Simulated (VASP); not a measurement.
Runs of VASP 6.6.1 on Ni. The structure is that of space group Fm-3m (No. 225), or close to it. The cells are those of the table. 

```tsv
task	cell	k mesh	cutoff (eV)	smearing	gap on the mesh (eV)	pressure (GPa)	moment (μB)
single point	a = 2.449 Å, angles 60.0°, 1 atom	30 × 30 × 30	520	gaussian 0.15 eV	none	-0.2	0.61
relaxation of cell and atoms	relaxed to 40 GPa from a = 2.344 Å, angles 60.0°, 1 atom	20 × 20 × 20	600	gaussian 0.1 eV	none	40.0	0.60
single point	a = 2.432 Å, angles 60.0°, 1 atom	20 × 20 × 20	520	gaussian 0.1 eV	none	(a)	0.62
relaxation of cell and atoms	relaxed from a = 2.500 Å, angles 60.0°, 1 atom	10 × 10 × 10	600	gaussian 0.1 eV	none	-0.3	(b)
relaxation of cell and atoms	relaxed to 20 GPa from a = 2.389 Å, angles 60.0°, 1 atom	20 × 20 × 20	600	gaussian 0.1 eV	none	19.9	0.61
```

Alike in all rows: level PBEsol; potentials or basis VASP PAW PBE potentials, release 64 (Ni); spin collinear, ferromagnetic start.

Q: Estimate the missing entries.

A: (a) 4.8; (b) 0.71.

Caveats: the PAW data sets were made with another functional, which shifts forces and pressure a little; the cell is relaxed towards a set pressure, so the enthalpy falls and the energy may rise (some runs); the relaxation stopped at its first step, so nothing moved (some runs).

A gap of «none» marks levels without a gap at the run's occupations.
